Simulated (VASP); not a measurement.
A run of VASP 6.6.1:

The input INCAR:

```
PREC = Accurate
ENCUT = 520
EDIFF = 1E-7
ISMEAR = -1
SIGMA = 0.02
LREAL = False
LASPH = True
NELM = 60
ALGO = Normal
ISIF = 2
LWAVE = False
LCHARG = False
GGA = PE
NBANDS = 16
```

KPOINTS

```
Automatic mesh
0
Gamma
  8 8 8
```

POSCAR

```
InAs
1.0
    0.0000000000      3.0197692487      3.0911229965
    3.0197692487      0.0000000000      3.0911229965
    3.0197692487      3.0197692487      0.0000000000
In As
1 1
Direct
    0.0000000000      0.0000000000      0.0000000000
    0.2500000000      0.2500000000      0.2500000000
```

Potentials or basis: VASP PAW PBE potentials, release 64 (In_d, As).

Run with:

```console
$ cat potpaw_PBE.64/In_d/POTCAR potpaw_PBE.64/As/POTCAR > POTCAR
$ mpirun -np 1 vasp_std > vasp.out
```

Hardware: 1 thread of Intel Xeon 8259CL, on a shared host.

Question: Estimate the wall time of this run.

Answer: Run time: 68 s on 1 thread of Intel Xeon 8259CL, on a shared host, peak memory 0.21 GiB. Counts: scf iterations 14, k points 59.
